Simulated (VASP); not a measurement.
A run of VASP 6.6.1 is set up as follows.

Contents of INCAR:

```
PREC = Accurate
ENCUT = 600
EDIFF = 1E-7
ISMEAR = 0
SIGMA = 0.02
LREAL = F
LASPH = T
NELM = 80
ALGO = Normal
ISIF = 3
LWAVE = F
LCHARG = F
GGA = PE
IBRION = 2
NSW = 100
EDIFFG = -0.01
```

The input KPOINTS:

```
regular mesh
0
Gamma
  6 6 4
```

POSCAR

```
LiCl
1.0
    3.6076615462      0.0000000000      0.0000000000
   -1.8038307731      3.1243265473      0.0000000000
    0.0000000000      0.0000000000      6.0626442207
Li Cl
2 2
Direct
    0.0000000000      0.0000000000      0.5000000000
    0.0000000000      0.0000000000      0.0000000000
    0.6666666667      0.3333333333      0.2500000000
    0.3333333333      0.6666666667      0.7500000000
```

Potentials or basis: VASP PAW PBE potentials, release 64 (Li_sv, Cl).

Command:

```bash
$ cat potpaw_PBE.64/Li_sv/POTCAR potpaw_PBE.64/Cl/POTCAR > POTCAR
$ mpirun -np 1 vasp_std > vasp.out
```

(1) Estimate the relaxed volume.

(2) What does it give for the relaxed cell?

(3) Estimate the band gap on the k mesh.

(4) What does it give for the space group after relaxing (to 0.05 Å)?

Results:

(1) 16.97 Å³/atom.

(2) a = 3.596 Å, b = 3.596 Å, c = 6.061 Å, α = 90.00°, β = 90.00°, γ = 120.00°.

(3) 6.26 eV, direct.

(4) P6_3/mmc (No. 194).

Caveat: the cutoff is under 1.25 times the usual one of these potentials, so pressure, stress and relaxed cells hold a basis-set (Pulay) error.
